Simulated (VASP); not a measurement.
Set up this calculation in VASP 6.6.1, as the native input.

* Task: single point
* Functional: LDA
* Potentials or basis: VASP PAW LDA potentials, release 64 (C)
* Cutoff: 520 eV
* k mesh: 12 × 12 × 12
* Occupations: gaussian, width 0.05 eV
* Spin: no spin polarisation
* Dipole correction: no
* Further INCAR settings: ALGO = Normal; EDIFF = 1e-07; NBANDS = 11

The structure of C lies in POSCAR:

```
C
1.0
    0.0000000000      1.8071730235      1.8071730235
    1.8071730235      0.0000000000      1.8071730235
    1.8071730235      1.8071730235      0.0000000000
C
2
Direct
    0.5000000000      0.5000000000      0.5000000000
    0.7500000000      0.7500000000      0.7500000000
```

This cell differs from its parent crystal: volume 5.902 Å^3 an atom, c/a of the conventional cell 1.0000.

The input as run:

INCAR

```
SYSTEM = C
ALGO     = Normal         ! electronic algorithm
EDIFF    = 1E-7           ! SCF threshold, eV
ENCUT    = 520            ! plane-wave cutoff, eV
GGA      = CA             ! functional
ISIF     = 2              ! what is computed and relaxed
ISMEAR   = 0              ! smearing method
LASPH    = .True.         ! aspherical terms in the spheres
LCHARG   = .False.        ! write CHGCAR
LREAL    = .False.        ! projectors in reciprocal space
LWAVE    = .False.        ! write WAVECAR
NBANDS   = 11             ! bands
NELM     = 100            ! most SCF steps
PREC     = Accurate       ! precision mode
SIGMA    = 0.05           ! smearing width, eV
```

KPOINTS

```
k-points
0
Gamma
  12 12 12
  0 0 0
```

Potentials or basis: VASP PAW LDA potentials, release 64 (C).

The run is started by

```bash
$ cat potpaw_LDA.64/C/POTCAR > POTCAR
$ mpirun -np 1 vasp_std > vasp.out
```

It gave:

The pressure is -27.3 GPa and the band gap on the k mesh is 4.03 eV, indirect (least direct gap 5.43 eV).

Run time: 6.3 s on 1 thread of AMD EPYC 7R13 Processor (Zen 3), on a shared host, peak memory 0.08 GiB.
